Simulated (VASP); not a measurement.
# Bi (P6/mmm) in VASP: notebook

Bi is run at these levels: PBEsol; tasks: single point.

Everything below comes from runs of VASP 6.6.1. Logs are shortened: lines on timing, memory, paths and dates and some standing lists are left out, and cuts for length are marked.

## (1) The cell of the first run

Symmetry: P6/mmm, No. 191, hexagonal system. The conventional cell has a = 3.142 Å, b = 3.142 Å, c = 2.981 Å, α = 90.00°, β = 90.00°, γ = 120.00°. Within 3.9 Å of Bi (site symmetry 6/mmm) lie 8 Bi at 2.98 to 3.14 Å.

## (2) Single point, PBEsol

Input file INCAR:

```
SYSTEM = Bi
PREC = Accurate
ENCUT = 500
EDIFF = 1E-6
ISMEAR = -1
SIGMA = 0.05
LREAL = .FALSE.
LASPH = .TRUE.
NELM = 120
ALGO = Normal
ISIF = 2
LWAVE = .FALSE.
LCHARG = .FALSE.
GGA = PS
NBANDS = 14
GGA_COMPAT = .FALSE.
```

Input file KPOINTS:

```
regular mesh
0
G
  14 14 13
  0 0 0
```

Input file POSCAR:

```
Bi
1.0
    3.1417108806      0.0000000000      0.0000000000
   -1.5708554403      2.7208014340      0.0000000000
    0.0000000000      0.0000000000      2.9807700904
Bi
1
Direct
    0.0000000000      0.0000000000      0.0000000000
```

Potentials or basis: VASP PAW PBE potentials, release 64 (Bi_d).

Command:

```console
cat potpaw_PBE.64/Bi_d/POTCAR > POTCAR
mpirun -np 1 vasp_std > vasp.out
```

OUTCAR:

```text
SYSTEM = Bi
   PREC = Accurate
   ENCUT = 500
   EDIFF = 1E-6
   ISMEAR = -1
   LREAL = .FALSE.
   LASPH = .TRUE.
   NELM = 120
   ISIF = 2
   GGA = PS

 ion  position               nearest neighbor table
   1  0.000  0.000  0.000-

  LATTYP: Found a hexagonal cell.
 ALAT       =     3.1417108806
 C/A-ratio  =     0.9487728832

  Lattice vectors:

 A1 = (   3.1417108806,   0.0000000000,   0.0000000000)
 A2 = (  -1.5708554403,   2.7208014340,   0.0000000000)
 A3 = (   0.0000000000,   0.0000000000,   2.9807700904)

Analysis of symmetry for initial positions (statically):
=====================================================================
 Subroutine PRICEL returns:
 Original cell was already a primitive cell.

 Routine SETGRP: Setting up the symmetry group for a
 hexagonal supercell.

 Subroutine GETGRP returns: Found 24 space group operations
 (whereof 24 operations were pure point group operations)
 out of a pool of 24 trial point group operations.

The static configuration has the point symmetry D_6h.

Analysis of symmetry for dynamics (positions and initial velocities):
=====================================================================
 Subroutine PRICEL returns:
 Original cell was already a primitive cell.

 Routine SETGRP: Setting up the symmetry group for a
 hexagonal supercell.

 Subroutine GETGRP returns: Found 24 space group operations
 (whereof 24 operations were pure point group operations)
 out of a pool of 24 trial point group operations.

The dynamic configuration has the point symmetry D_6h.

 Subroutine INISYM returns: Found 24 space group operations
 (whereof 24 operations are pure point group operations),
 and found     1 'primitive' translations

----------------------------------------------------------------------------------------

                                     Primitive cell

  volume of cell :      25.4795

  direct lattice vectors                    reciprocal lattice vectors
     3.141710881  0.000000000  0.000000000     0.318297908  0.183769383  0.000000000
    -1.570855440  2.720801434  0.000000000     0.000000000  0.367538765  0.000000000
     0.000000000  0.000000000  2.980770090     0.000000000  0.000000000  0.335483774

  length of vectors
     3.141710881  3.141710881  2.980770090     0.367538765  0.367538765  0.335483774

  position of ions in fractional coordinates (direct lattice)
     0.000000000  0.000000000  0.000000000

  ion indices of the primitive-cell ions
   primitive index   ion index
                 1           1

----------------------------------------------------------------------------------------

 KPOINTS: regular mesh

Automatic generation of k-mesh.
 Grid dimensions read from file:
 generate k-points for:   14   14   13

 Generating k-lattice:

  Cartesian coordinates                     Fractional coordinates (reciprocal lattice)
     0.022735565  0.013126384  0.000000000     0.071428571  0.000000000  0.000000000
     0.000000000  0.026252769  0.000000000     0.000000000  0.071428571  0.000000000
     0.000000000  0.000000000  0.025806444     0.000000000  0.000000000  0.076923077

  Length of vectors
     0.026252769  0.026252769  0.025806444

  Shift w.r.t. Gamma in fractional coordinates (k-lattice)
     0.000000000  0.000000000  0.000000000

 Subroutine IBZKPT returns following result:
 ===========================================

 Found    168 irreducible k-points:

 Following reciprocal coordinates:
            Coordinates               Weight
  0.000000  0.000000  0.000000      1.000000
  0.071429  0.000000  0.000000      6.000000
  0.142857 -0.000000  0.000000      6.000000
  0.214286  0.000000  0.000000      6.000000
  0.285714  0.000000  0.000000      6.000000
  0.357143 -0.000000  0.000000      6.000000
[... 16 lines left out ...]
  0.285714  0.285714  0.000000      6.000000
  0.357143  0.285714  0.000000      6.000000
 [... further k-points ...]
   k-points           NKPTS =    168   k-points in BZ     NKDIM =    168   number of bands    NBANDS=     14
   number of dos      NEDOS =    301   number of ions     NIONS =      1
   total plane-waves  NPLWV =  13824
   dimension x,y,z NGX =    24 NGY =   24 NGZ =   24
   dimension x,y,z NGXF=    48 NGYF=   48 NGZF=   48
   ions per type =               1
   NGX,Y,Z   is equivalent  to a cutoff of  12.70, 12.70, 13.39 a.u.
   NGXF,Y,Z  is equivalent  to a cutoff of  25.40, 25.40, 26.77 a.u.
 SYSTEM =  Bi
   PREC   = accura    normal or accurate (medium, high low for compatibility)
   ISTART =      0    job   : 0-new  1-cont  2-samecut
   ICHARG =      2    charge: 1-file 2-atom 10-const
   ISPIN  =      1    spin polarized calculation?
   LNONCOLLINEAR =      F non collinear calculations
   LSORBIT =      F    spin-orbit coupling
   LASPH  =      T    aspherical Exc in radial PAW
   ENCUT  =  500.0 eV  36.75 Ry    6.06 a.u.   5.73  5.73  5.43*2*pi/ulx,y,z
   NELM   =    120;   NELMIN=  2; NELMDL= -5     # of ELM steps
   EDIFF  = 0.1E-05   stopping-criterion for ELM
   LREAL  =      F    real-space projection
   EDIFFG = 0.1E-04   stopping-criterion for IOM
   NSW    =      0    number of steps for IOM
   IBRION =     -1    ionic relax: 0-MD 1-quasi-New 2-CG
   NFREE  =      0    steps in history (QN), initial steepest desc. (CG)
   ISIF   =      2    stress and relaxation
   ISYM   =      2    0-nonsym 1-usesym 2-fastsym
   POTIM  = 0.5000    time-step for ionic-motion
   TEBEG  =    0.0;   TEEND  =   0.0 temperature during run
   PSTRESS=    0.0 pullay stress
   NELECT =      15.0000    total number of electrons
   NUPDOWN=      -1.0000    fix difference up-down
   EMIN   =  10.00;   EMAX   =-10.00  energy-range for DOS
   EFERMI =   0.00;   METHOD = LEGACY
   ISMEAR =    -1;   SIGMA  =   0.05  broadening in eV -4-tet -1-fermi 0-gaus
   EFERMI_NEDOS =   21; number of points for ismear=-14 and -15
   IALGO  =     38    algorithm
   IMIX   =      4    mixing-type and parameters
     AMIX     =   0.40;   BMIX     =  1.00
     AMIX_MAG =   1.60;   BMIX_MAG =  1.00
  volume/ion in A,a.u.               =      25.48       171.94
  Fermi-wavevector in a.u.,A,eV,Ry     =   1.372065  2.592827 25.613822  1.882563
  Thomas-Fermi vector in A             =   2.497706
   LORBIT       =      0    0 simple, 1 ext, 2 COOP (PROOUT), +10 PAW based schemes
   GGA     = PS    functional components
   LHFCALC =     F    Hartree Fock is set to
   AEXX    =    0.0000 exact exchange contribution
   IVDW    =     0    specifies the selected vdW correction
   LEPSILON=     F    determine dielectric tensor
   LRPA    =     F    only Hartree local field effects (RPA)
 non-spin polarized calculation
  energy-cutoff  :      500.00
  volume of cell :       25.48
 maximum number of plane-waves:       660
 NGX is ok and might be reduce to    24
   NGX = 11   NGY = 11   NGZ = 11

 number of electron      15.0000004 magnetization

 Free energy of the ion-electron system (eV)
  ---------------------------------------------------
  ext. energy  EPLUGINS =         0.00000000
  ---------------------------------------------------
  free energy    TOTEN  =        -3.90053893 eV

  energy without entropy =       -3.89636970  energy(sigma->0) =       -3.89845432

 E-fermi :  10.5728     XC(G=0): -11.3609

 val. band max:       10.5664231926   @ k =   0.4286   0.1429   0.2308
 cond. band min:      10.5995700359   @ k =   0.0000   0.0000   0.1538
 fundamental gap:      0.0331468433
 Fermi energy:        10.5728234626

 k-point     1 :       0.0000    0.0000    0.0000
  band No.  band energies     occupation
      1     -13.0412      2.00000
      2     -12.7040      2.00000
      3     -12.7040      2.00000
      4     -12.3367      2.00000
      5     -12.3367      2.00000
      6      -4.8915      2.00000
      7      14.0237      0.00000
      8      16.2223      0.00000
      9      16.2223      0.00000
     10      18.5668      0.00000
     11      19.6610      0.00000
     12      21.1308      0.00000
     13      22.5366      0.00000
     14      22.5366      0.00000

 k-point     2 :       0.0714    0.0000    0.0000
  band No.  band energies     occupation
      1     -13.0313      2.00000
      2     -12.7076      2.00000
      3     -12.6850      2.00000
      4     -12.3450      2.00000
      5     -12.3387      2.00000
      6      -4.7826      2.00000
      7      14.1525      0.00000
      8      15.0203      0.00000
      9      15.8845      0.00000
     10      18.6474      0.00000
     11      19.1945      0.00000
     12      21.9192      0.00000
     13      22.9869      0.00000
     14      23.7010      0.00000

 k-point     3 :       0.1429   -0.0000    0.0000
  band No.  band energies     occupation
      1     -13.0059      2.00000
      2     -12.7157      2.00000
      3     -12.6314      2.00000
      4     -12.3683      2.00000
      5     -12.3442      2.00000
      6      -4.4558      2.00000
      7      12.7451      0.00000
      8      14.5318      0.00000
      9      15.0986      0.00000
     10      18.4467      0.00000
     11      18.8761      0.00000
     12      23.3103      0.00000
     13      24.0979      0.00000
     14      26.1808      0.00000

 k-point     4 :       0.2143    0.0000    0.0000
  band No.  band energies     occupation
      1     -12.9768      2.00000
      2     -12.7214      2.00000
      3     -12.5530      2.00000
      4     -12.4018      2.00000
      5     -12.3522      2.00000
      6      -3.9131      2.00000
      7      10.3405      1.98101
      8      14.1976      0.00000
      9      15.1385      0.00000
     10      17.8644      0.00000
     11      19.1343      0.00000
     12      24.9527      0.00000
     13      25.4755      0.00000
     14      28.1068      0.00000

 k-point     5 :       0.2857    0.0000    0.0000
  band No.  band energies     occupation
      1     -12.9581      2.00000
      2     -12.7161      2.00000
      3     -12.4647      2.00000
      4     -12.4386      2.00000
      5     -12.3611      2.00000
      6      -3.1679      2.00000
      7       8.0554      2.00000
      8      13.3742      0.00000
      9      15.9266      0.00000
     10      17.4057      0.00000
     11      19.5126      0.00000
[... 276 lines left out ...]
 k-point    22 :       0.3571    0.2143    0.0000
  band No.  band energies     occupation
      1     -12.8569      2.00000
      2     -12.6389      2.00000
      3     -12.4790      2.00000
      4     -12.4173      2.00000
      5     -12.4155      2.00000
      6      -0.6118      2.00000
      7       4.7674      2.00000
      8       8.0542      2.00000
      9      18.4834      0.00000
     10      21.3396      0.00000
     11      22.2092      0.00000
     12      23.6111      0.00000
     13      24.6200      0.00000
     14      25.3851      0.00000

 k-point    23 :       0.2857    0.2857    0.0000
  band No.  band energies     occupation
      1     -12.8368      2.00000
      2     -12.6190      2.00000
      3     -12.4697      2.00000
      4     -12.4530      2.00000
      5     -12.4272      2.00000
      6      -0.5901      2.00000
      7       5.3429      2.00000
      8       7.1542      2.00000
      9      18.5704      0.00000
     10      21.4659      0.00000
     11      23.5095      0.00000
     12      24.3029      0.00000
     13      24.9052      0.00000
     14      25.0724      0.00000

 k-point    24 :       0.3571    0.2857    0.0000
  band No.  band energies     occupation
      1     -12.8282      2.00000
      2     -12.5794      2.00000
      3     -12.4868      2.00000
      4     -12.4641      2.00000
      5     -12.4390      2.00000
      6      -0.3154      2.00000
      7       5.3166      2.00000
      8       6.5702      2.00000
      9      18.8652      0.00000
     10      22.0166      0.00000
     11      22.9139      0.00000
     12      24.3165      0.00000
     13      24.7465      0.00000
     14      25.3266      0.00000

 [... further k-points ...]

------------------------ aborting loop because EDIFF is reached ----------------------------------------

  FORCE on cell =-STRESS in cart. coord.  units (eV):
  Direction    XX          YY          ZZ          XY          YZ          ZX
  --------------------------------------------------------------------------------------
  -------------------------------------------------------------------------------------
  Total        3.4871512      3.4871512      3.4873971      0.0000000      0.0000000      0.0000000
  in kB      219.2753519    219.2753519    219.2908119      0.0000000      0.0000000      0.0000000
  external PRESSURE =     219.2805052 kB  Pullay stress =       0.0000000 kB

 VOLUME and BASIS-vectors are now :
 -----------------------------------------------------------------------------
  energy-cutoff  :      500.00
  volume of cell :       25.48
      direct lattice vectors                 reciprocal lattice vectors
     3.141710881  0.000000000  0.000000000     0.318297908  0.183769383  0.000000000
    -1.570855440  2.720801434  0.000000000     0.000000000  0.367538765  0.000000000
     0.000000000  0.000000000  2.980770090     0.000000000  0.000000000  0.335483774

 POSITION                                       TOTAL-FORCE (eV/Angst)
 -----------------------------------------------------------------------------------
      0.00000      0.00000      0.00000         0.000000      0.000000      0.000000
 -----------------------------------------------------------------------------------
    total drift:                               -0.000000      0.000000      0.000000

  FREE ENERGIE OF THE ION-ELECTRON SYSTEM (eV)
  ---------------------------------------------------
  free  energy   TOTEN  =        -3.9005389289 eV

  energy  without entropy=       -3.8963697045  energy(sigma->0) =       -3.89845432
```

It took 21 s on 1 thread of AMD EPYC 9R45 (Zen 5), shared host; peak memory 0.14 GiB.

Results:

* Free energy: -3.9005 eV
* Pressure: 21.9 GPa

Levels at points of the mesh, in eV from the Fermi level:
| k point | band 4 | band 5 | band 6 | band 7 | band 8 | band 9 | band 10 | band 11 |
| --- | --- | --- | --- | --- | --- | --- | --- | --- |
| (0.00, 0.00, 0.00) | -22.91 | -22.91 | -15.46 | 3.45 | 5.65 | 5.65 | 7.99 | 9.09 |
| (0.50, 0.00, 0.00) | -22.95 | -22.88 | -11.49 | -6.83 | 1.61 | 6.26 | 7.36 | 10.14 |

Caveat: the PAW data sets were made with another functional, which shifts forces and pressure a little; spin-orbit coupling is left out, which moves the levels of the heavy elements.

## (3) Single point, PBEsol

Input file INCAR:

```
SYSTEM = Bi
  PREC = Accurate
  ENCUT = 500
  EDIFF = 1E-6
  ISMEAR = -1
  SIGMA = 0.05
  LREAL = .False.
  LASPH = .True.
  NELM = 120
  ALGO = Normal
  ISIF = 2
  LWAVE = .False.
  LCHARG = .False.
  GGA = PS
  NBANDS = 14
  GGA_COMPAT = .False.
```

Input file KPOINTS:

```
Automatic mesh
0
Gamma
  14 14 13
  0 0 0
```

Input file POSCAR:

```
Bi
1.0
    3.1420190376      0.0000000000      0.0000000000
   -1.5710095188      2.7210683057      0.0000000000
    0.0000000000      0.0000000000      2.9812188335
Bi
1
Direct
    0.0000000000      0.0000000000      0.0000000000
```

Potentials or basis: VASP PAW PBE potentials, release 64 (Bi_d).

Command:

```console
cat potpaw_PBE.64/Bi_d/POTCAR > POTCAR
mpirun -np 1 vasp_std > vasp.out
```

Run time: 21 s. Hardware: 1 thread of AMD EPYC 9R45 (Zen 5), shared host; peak memory 0.14 GiB.

It converged, with:

| Property | Result |
| --- | --- |
| Free energy | -3.9018 eV |
| Pressure | 21.9 GPa |

Levels at points of the mesh, in eV from the Fermi level:
| k point | band 5 | band 6 | band 7 | band 8 | band 9 | band 10 |
| --- | --- | --- | --- | --- | --- | --- |
| (0.00, 0.00, 0.00) | -22.91 | -15.46 | 3.45 | 5.65 | 5.65 | 7.99 |
| (0.50, 0.00, 0.00) | -22.88 | -11.48 | -6.83 | 1.61 | 6.26 | 7.35 |

Caveat: the PAW data sets were made with another functional, which shifts forces and pressure a little; spin-orbit coupling is left out, which moves the levels of the heavy elements.
